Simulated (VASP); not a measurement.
Sb, 2 atoms in the cell. It takes space group R-3m (No. 166, trigonal). The conventional cell has a = 4.393 Å, b = 4.393 Å, c = 11.808 Å, α = 90.00°, β = 90.00°, γ = 120.00°. Within 3.9 Å of Sb (site symmetry 3m) lie 6 Sb at 2.96 to 3.50 Å. 

| Item | Value |
| --- | --- |
| Program | VASP 6.6.1 |
| Task | single point |
| Functional | revPBE |
| Potentials or basis | VASP PAW PBE potentials, release 64 (Sb) |
| Cutoff | 500 eV |
| k mesh | 5 × 5 × 5 |
| Occupations | fermi-dirac, width 0.1 eV |
| Spin | no spin polarisation |
| Dipole correction | no |
| Further INCAR settings | ALGO = Normal; EDIFF = 1e-06; NBANDS = 12 |

Potentials or basis: VASP PAW PBE potentials, release 64 (Sb).

Run with:

```sh
$ cat potpaw_PBE.64/Sb/POTCAR > POTCAR
$ mpirun -np 1 vasp_std > vasp.out
```

Hardware: 1 thread of Intel Xeon 8259CL, with other jobs on the host.

Question: Estimate the wall time of this run.

Answer: It took 27 s on 1 thread of Intel Xeon 8259CL, on a shared host, peak memory 0.2 GiB. Counts: scf iterations 11, k points 19.
